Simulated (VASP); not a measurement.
# Si16O (a cell with a defect) in VASP: single point with PBE

Aim: the single point of Si16O (a cell with a defect) with PBE.

All numbers are computed with VASP 6.6.1; they aren't measurements. Logs are shortened: lines on timing, memory, paths and dates and some standing lists are left out, and cuts for length are marked.

### Step 1. The cell of the first run

The cell holds a defect, 17 atoms: a = 7.679 Å, b = 7.679 Å, c = 7.679 Å, α = 60.00°, β = 60.00°, γ = 60.00°.

### Step 2. Single point, PBE, collinear spin, ferromagnetic start

The input, INCAR:

```
SYSTEM = Si16O
ALGO = Normal
EDIFF = 1E-6
ENCUT = 520
GGA = PE
ISIF = 2
ISMEAR = -1
ISPIN = 2
LASPH = .True.
LCHARG = .False.
LORBIT = 11
LREAL = Auto
LWAVE = .False.
MAGMOM = 0 0 0 0 0 0 0 0 0 0 0 0 0 0 0 0 1
NBANDS = 53
NELM = 150
PREC = Accurate
SIGMA = 0.02
```

The input, KPOINTS:

```
k-points
0
Gamma
  2 2 2
  0 0 0
```

The input, POSCAR:

```
Si16O
1.0
    0.0000000000      5.4300000000      5.4300000000
    5.4300000000      0.0000000000      5.4300000000
    5.4300000000      5.4300000000      0.0000000000
Si O
16 1
Direct
    0.0507135198     -0.0261343768     -0.0234894045
    0.1278551484      0.1132080315      0.1316907729
   -0.0537350968      0.0013156407      0.5063254084
    0.0809575637      0.1255205984      0.6192425933
    0.0039204486      0.4882330992      0.0025012354
    0.1443838086      0.5997861219      0.1247625444
    0.0069915148      0.4898767726      0.5008105949
    0.1143422189      0.6283056403      0.6283254455
    0.5036537326     -0.0065031431      0.0046613907
    0.6795779068      0.1068246955      0.0908026710
    0.5499465965     -0.0241787512      0.4612897070
    0.5743891673      0.1347767395      0.6335197585
    0.5199317035      0.4799023368      0.0002995765
    0.6294863572      0.6188032603      0.1257625518
    0.4897671145      0.5080138151      0.4998948054
    0.6373240646      0.6098035108      0.6267662137
    0.3159352309      1.0364527086      0.4462307351
```

Potentials or basis: VASP PAW PBE potentials, release 64 (Si, O).

On the command line:

```
> cat potpaw_PBE.64/Si/POTCAR potpaw_PBE.64/O/POTCAR > POTCAR
> mpirun -np 1 vasp_std > vasp.out
```

OUTCAR:

```text
SYSTEM = Si16O
   EDIFF = 1E-6
   ENCUT = 520
   GGA = PE
   ISIF = 2
   ISMEAR = -1
   ISPIN = 2
   LASPH = .True.
   LORBIT = 11
   LREAL = Auto
   NELM = 150
   PREC = Accurate

 ion  position               nearest neighbor table
   1  0.051  0.974  0.977-   4 2.32  10 2.33   2 2.35   6 2.36
   2  0.128  0.113  0.132-   5 2.35   1 2.35   9 2.36   3 2.38
   3  0.946  0.001  0.506-   4 2.33  12 2.33   8 2.36   2 2.38
   4  0.081  0.126  0.619-  17 1.66   7 2.32   1 2.32   3 2.33  11 2.94
   5  0.004  0.488  0.003-  14 2.35   8 2.35   6 2.35   2 2.35
   6  0.144  0.600  0.125-   5 2.35  13 2.36   1 2.36   7 2.36
   7  0.007  0.490  0.501-   4 2.32  16 2.32   8 2.34   6 2.36
   8  0.114  0.628  0.628-   7 2.34   5 2.35  15 2.35   3 2.36
   9  0.504  0.993  0.005-  14 2.35  12 2.35   2 2.36  10 2.38
  10  0.680  0.107  0.091-  11 2.32   1 2.33  13 2.35   9 2.38
  11  0.550  0.976  0.461-  17 1.67  16 2.32  12 2.32  10 2.32   4 2.94
  12  0.574  0.135  0.634-  11 2.32   3 2.33   9 2.35  15 2.36
  13  0.520  0.480  0.000-  16 2.34  14 2.35  10 2.35   6 2.36
  14  0.629  0.619  0.126-  13 2.35   5 2.35  15 2.35   9 2.35
  15  0.490  0.508  0.500-  14 2.35   8 2.35  12 2.36  16 2.37
  16  0.637  0.610  0.627-  11 2.32   7 2.32  13 2.34  15 2.37
  17  0.316  0.036  0.446-   4 1.66  11 1.67

  LATTYP: Found a face centered cubic cell.
 ALAT       =    10.8600000000

  Lattice vectors:

 A1 = (   0.0000000000,   5.4300000000,   5.4300000000)
 A2 = (   5.4300000000,   0.0000000000,   5.4300000000)
 A3 = (   5.4300000000,   5.4300000000,   0.0000000000)

Analysis of symmetry for initial positions (statically):
=====================================================================
 Subroutine PRICEL returns:
 Original cell was already a primitive cell.

 Routine SETGRP: Setting up the symmetry group for a
 face centered cubic supercell.

 Subroutine GETGRP returns: Found  1 space group operations
 (whereof  1 operations were pure point group operations)
 out of a pool of 48 trial point group operations.

The static configuration has the point symmetry C_1 .

Analysis of symmetry for dynamics (positions and initial velocities):
=====================================================================
 Subroutine PRICEL returns:
 Original cell was already a primitive cell.

 Routine SETGRP: Setting up the symmetry group for a
 face centered cubic supercell.

 Subroutine GETGRP returns: Found  1 space group operations
 (whereof  1 operations were pure point group operations)
 out of a pool of 48 trial point group operations.

The dynamic configuration has the point symmetry C_1 .

Analysis of structural, dynamic, and magnetic symmetry:
=====================================================================
 Subroutine PRICEL returns:
 Original cell was already a primitive cell.

 Routine SETGRP: Setting up the symmetry group for a
 face centered cubic supercell.

 Subroutine GETGRP returns: Found  1 space group operations
 (whereof  1 operations were pure point group operations)
 out of a pool of 48 trial point group operations.

The overall configuration has the point symmetry C_1 .

 Subroutine INISYM returns: Found  1 space group operations
 (whereof  1 operations are pure point group operations),
 and found     1 'primitive' translations

----------------------------------------------------------------------------------------

                                     Primitive cell

  volume of cell :     320.2060

  direct lattice vectors                    reciprocal lattice vectors
     0.000000000  5.430000000  5.430000000    -0.092081031  0.092081031  0.092081031
     5.430000000  0.000000000  5.430000000     0.092081031 -0.092081031  0.092081031
     5.430000000  5.430000000  0.000000000     0.092081031  0.092081031 -0.092081031

  length of vectors
     7.679179644  7.679179644  7.679179644     0.159489025  0.159489025  0.159489025

  position of ions in fractional coordinates (direct lattice)
     0.050713520  0.973865623  0.976510596
     0.127855148  0.113208032  0.131690773
     0.946264903  0.001315641  0.506325408
     0.080957564  0.125520598  0.619242593
     0.003920449  0.488233099  0.002501235
     0.144383809  0.599786122  0.124762544
[... 9 lines left out ...]
     0.637324065  0.609803511  0.626766214
     0.315935231  0.036452709  0.446230735

  ion indices of the primitive-cell ions
   primitive index   ion index
                 1           1
                 2           2
                 3           3
                 4           4
                 5           5
                 6           6
[... 9 lines left out ...]
                16          16
                17          17

----------------------------------------------------------------------------------------

 KPOINTS: k-points

Automatic generation of k-mesh.
 Grid dimensions read from file:
 generate k-points for:    2    2    2

 Generating k-lattice:

  Cartesian coordinates                     Fractional coordinates (reciprocal lattice)
    -0.046040516  0.046040516  0.046040516     0.500000000  0.000000000  0.000000000
     0.046040516 -0.046040516  0.046040516     0.000000000  0.500000000  0.000000000
     0.046040516  0.046040516 -0.046040516     0.000000000  0.000000000  0.500000000

  Length of vectors
     0.079744512  0.079744512  0.079744512

  Shift w.r.t. Gamma in fractional coordinates (k-lattice)
     0.000000000  0.000000000  0.000000000

 Subroutine IBZKPT returns following result:
 ===========================================

 Found      8 irreducible k-points:

 Following reciprocal coordinates:
            Coordinates               Weight
  0.000000  0.000000  0.000000      1.000000
  0.500000  0.000000  0.000000      1.000000
  0.000000  0.500000  0.000000      1.000000
  0.000000  0.000000  0.500000      1.000000
  0.500000  0.500000  0.500000      1.000000
  0.500000  0.500000  0.000000      1.000000
  0.000000  0.500000  0.500000      1.000000
  0.500000  0.000000  0.500000      1.000000
   k-points           NKPTS =      8   k-points in BZ     NKDIM =      8   number of bands    NBANDS=     53
   number of dos      NEDOS =    301   number of ions     NIONS =     17
   total plane-waves  NPLWV = 216000
   dimension x,y,z NGX =    60 NGY =   60 NGZ =   60
   dimension x,y,z NGXF=   120 NGYF=  120 NGZF=  120
   ions per type =              16   1
   NGX,Y,Z   is equivalent  to a cutoff of  12.99, 12.99, 12.99 a.u.
   NGXF,Y,Z  is equivalent  to a cutoff of  25.98, 25.98, 25.98 a.u.
 SYSTEM =  Si16O
   PREC   = accura    normal or accurate (medium, high low for compatibility)
   ISTART =      0    job   : 0-new  1-cont  2-samecut
   ICHARG =      2    charge: 1-file 2-atom 10-const
   ISPIN  =      2    spin polarized calculation?
   LNONCOLLINEAR =      F non collinear calculations
   LSORBIT =      F    spin-orbit coupling
   LASPH  =      T    aspherical Exc in radial PAW
   ENCUT  =  520.0 eV  38.22 Ry    6.18 a.u.  14.28 14.28 14.28*2*pi/ulx,y,z
   NELM   =    150;   NELMIN=  2; NELMDL= -5     # of ELM steps
   EDIFF  = 0.1E-05   stopping-criterion for ELM
   LREAL  =      T    real-space projection
   EDIFFG = 0.1E-04   stopping-criterion for IOM
   NSW    =      0    number of steps for IOM
   IBRION =     -1    ionic relax: 0-MD 1-quasi-New 2-CG
   NFREE  =      0    steps in history (QN), initial steepest desc. (CG)
   ISIF   =      2    stress and relaxation
   ISYM   =      2    0-nonsym 1-usesym 2-fastsym
   POTIM  = 0.5000    time-step for ionic-motion
   TEBEG  =    0.0;   TEEND  =   0.0 temperature during run
   PSTRESS=    0.0 pullay stress
   NELECT =      70.0000    total number of electrons
   NUPDOWN=      -1.0000    fix difference up-down
   EMIN   =  10.00;   EMAX   =-10.00  energy-range for DOS
   EFERMI =   0.00;   METHOD = LEGACY
   ISMEAR =    -1;   SIGMA  =   0.02  broadening in eV -4-tet -1-fermi 0-gaus
   EFERMI_NEDOS =   21; number of points for ismear=-14 and -15
   IALGO  =     38    algorithm
   IMIX   =      4    mixing-type and parameters
     AMIX     =   0.40;   BMIX     =  1.00
     AMIX_MAG =   1.60;   BMIX_MAG =  1.00
  volume/ion in A,a.u.               =      18.84       127.11
  Fermi-wavevector in a.u.,A,eV,Ry     =   0.986199  1.863645 13.232857  0.972588
  Thomas-Fermi vector in A             =   2.117562
   LORBIT       =     11    0 simple, 1 ext, 2 COOP (PROOUT), +10 PAW based schemes
   GGA     = PE    functional components
   LHFCALC =     F    Hartree Fock is set to
   AEXX    =    0.0000 exact exchange contribution
   IVDW    =     0    specifies the selected vdW correction
   LEPSILON=     F    determine dielectric tensor
   LRPA    =     F    only Hartree local field effects (RPA)
 spin polarized calculation
  energy-cutoff  :      520.00
  volume of cell :      320.21
 maximum number of plane-waves:      8646
 NGX is ok and might be reduce to    60
   NGX = 29   NGY = 29   NGZ = 29

 number of electron      70.0000001 magnetization      -0.0000931

 number of electron      70.0000001 magnetization       0.0000420

 Free energy of the ion-electron system (eV)
  ---------------------------------------------------
  ext. energy  EPLUGINS =         0.00000000
  ---------------------------------------------------
  free energy    TOTEN  =       -92.69350065 eV

  energy without entropy =      -92.69350003  energy(sigma->0) =      -92.69350034

 E-fermi :   6.1307     XC(G=0):  -9.5333

 val. band max:        5.8837746914   @ k =   0.0000   0.0000   0.0000
 cond. band min:       6.3764155606   @ k =   0.0000   0.0000   0.0000
 fundamental gap:      0.4926408692
 Fermi energy:         6.1307232995

 spin component 1

 k-point     1 :       0.0000    0.0000    0.0000
  band No.  band energies     occupation
      1     -14.4416      1.00000
      2      -5.8103      1.00000
      3      -4.3808      1.00000
      4      -3.6874      1.00000
      5      -3.6651      1.00000
      6      -3.3264      1.00000
[... 39 lines left out ...]
     46       8.6617      0.00000
     47       8.6975      0.00000
[... 308 lines left out ...]
      6      -3.9590      1.00000
[... 39 lines left out ...]
     46      10.2277      0.00000
     47      10.4629      0.00000
 Fermi energy:         6.1307232995

 spin component 2

 k-point     1 :       0.0000    0.0000    0.0000
  band No.  band energies     occupation
      1     -14.4416      1.00000
      2      -5.8103      1.00000
      3      -4.3808      1.00000
      4      -3.6874      1.00000
      5      -3.6651      1.00000
      6      -3.3264      1.00000
[... 39 lines left out ...]
     46       8.6617      0.00000
     47       8.6975      0.00000
[... 308 lines left out ...]
      6      -3.9590      1.00000
[... 39 lines left out ...]
     46      10.2277      0.00000
     47      10.4629      0.00000
 [bands above 47 left out]

------------------------ aborting loop because EDIFF is reached ----------------------------------------

  FORCE on cell =-STRESS in cart. coord.  units (eV):
  Direction    XX          YY          ZZ          XY          YZ          ZX
  --------------------------------------------------------------------------------------
  -------------------------------------------------------------------------------------
  Total        8.2998731      8.4044456      8.9878846     -2.9794542      2.0984189     -2.4627742
  in kB       41.5291027     42.0523401     44.9716253    -14.9079458     10.4996128    -12.3226950
  external PRESSURE =      42.8510227 kB  Pullay stress =       0.0000000 kB

 VOLUME and BASIS-vectors are now :
 -----------------------------------------------------------------------------
  energy-cutoff  :      520.00
  volume of cell :      320.21
      direct lattice vectors                 reciprocal lattice vectors
     0.000000000  5.430000000  5.430000000    -0.092081031  0.092081031  0.092081031
     5.430000000  0.000000000  5.430000000     0.092081031 -0.092081031  0.092081031
     5.430000000  5.430000000  0.000000000     0.092081031  0.092081031 -0.092081031

 POSITION                                       TOTAL-FORCE (eV/Angst)
 -----------------------------------------------------------------------------------
     10.59054      5.57783      5.56346        -0.010235     -0.003404     -0.004534
      1.32980      1.40933      1.30897         0.017274     -0.021379     -0.014162
      2.75649      7.88757      5.14536         0.003364      0.033126      0.023929
      4.04406      3.80209      1.12118         0.033024     -0.006398     -0.061124
      2.66469      0.03487      2.67239         0.000294      0.015661      0.005607
      3.93430      1.46146      4.04084        -0.001635     -0.002658      0.010646
[... 9 lines left out ...]
      6.71457      6.86401      6.77190        -0.029719      0.002186     -0.000429
      2.62097      4.13856      1.91347        -0.004553     -0.004361      0.044228
 -----------------------------------------------------------------------------------
    total drift:                                0.005702      0.007228     -0.007801

  FREE ENERGIE OF THE ION-ELECTRON SYSTEM (eV)
  ---------------------------------------------------
  free  energy   TOTEN  =       -92.6935006469 eV

  energy  without entropy=      -92.6935000267  energy(sigma->0) =      -92.69350034

 total charge

# of ion       s       p       d       tot
------------------------------------------
    1        0.745   0.971   0.000   1.716
    2        0.744   0.937   0.000   1.681
    3        0.750   0.952   0.000   1.701
    4        0.742   0.943   0.000   1.685
    5        0.738   0.960   0.000   1.698
    6        0.740   0.949   0.000   1.689
[... 9 lines left out ...]
   16        0.745   0.976   0.000   1.721
   17        1.576   3.597   0.000   5.173
--------------------------------------------------
tot         13.462  18.883   0.000  32.345

 magnetization (x)

# of ion       s       p       d       tot
------------------------------------------
    1       -0.000  -0.000   0.000  -0.000
    2        0.000  -0.000   0.000  -0.000
    3        0.000   0.000   0.000   0.000
    4        0.000   0.000   0.000   0.000
    5        0.000   0.000   0.000   0.000
    6       -0.000  -0.000   0.000  -0.000
[... 9 lines left out ...]
   16        0.000  -0.000   0.000  -0.000
   17       -0.000  -0.000   0.000  -0.000
--------------------------------------------------
tot         -0.000  -0.000   0.000  -0.000
```

Run time: 4.8 min. Hardware: 1 thread of Intel Xeon 6975P-C (Granite Rapids), shared host; peak memory 0.71 GiB.

What came out:

| Property | Result |
| --- | --- |
| Free energy | -92.6935 eV |
| Pressure | 4.3 GPa |
| Largest force | 0.070 eV/Å |
| Band gap on the k mesh | 0.49 eV |
| Net moment | 0.00 μB per cell |
| Valence electrons inside the program's atomic spheres | Si 1.72, 1.68, 1.70, 1.69, 1.71 (each value once); O 5.17 |

Forces in eV/Å, atoms in the order of the input:
```
Si  -0.010 -0.003 -0.005
Si   0.017 -0.021 -0.014
Si   0.003  0.033  0.024
Si   0.033 -0.006 -0.061
Si   0.000  0.016  0.006
Si  -0.002 -0.003  0.011
Si  -0.016 -0.015 -0.006
Si   0.009 -0.019 -0.018
Si   0.013 -0.027 -0.014
Si  -0.002 -0.013  0.006
Si  -0.025  0.050  0.026
Si   0.011  0.005  0.018
Si  -0.002 -0.011 -0.005
Si  -0.004  0.004  0.000
Si   0.008  0.012 -0.010
Si  -0.030  0.002  0.000
O   -0.005 -0.004  0.044
```

Caveat: the k points lie up to 0.50 Å⁻¹ apart.
